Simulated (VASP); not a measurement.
A run of VASP 6.6.1:

INCAR

```
SYSTEM = BaP
ALGO = Normal
EDIFF = 1E-6
ENCUT = 520
GGA = PE
ISIF = 2
ISMEAR = 0
LASPH = .True.
LCHARG = .True.
LELF = .True.
LREAL = .False.
LVHAR = .True.
LWAVE = .False.
NBANDS = 14
NELM = 100
PREC = Accurate
SIGMA = 0.1
```

Contents of KPOINTS:

```
k-points
0
Gamma
  6 6 4
  0 0 0
```

File POSCAR:

```
BaP
1.0
    5.9508994360     -0.0000000034      0.0000000000
   -2.9754497150      5.1536300886      0.0000000000
    0.0000000000      0.0000000000      5.6400492676
Ba P
1 1
Direct
    0.0000000000      0.0000000000      0.0000000000
    0.0000000000      0.0000000000      0.5000000000
```

Potentials or basis: VASP PAW PBE potentials, release 64 (Ba_sv, P).

Command:

```bash
$ cat potpaw_PBE.64/Ba_sv/POTCAR potpaw_PBE.64/P/POTCAR > POTCAR
$ mpirun -np 1 vasp_std > vasp.out
```

Hardware: 1 thread of Oxide Virtual Turin-like Processor, on a shared host.

Q: Estimate the wall time of this run.

A: Run time: 75 s on 1 thread of Oxide Virtual Turin-like Processor, on a shared host, peak memory 0.26 GiB. Counts: scf iterations 15, k points 21.
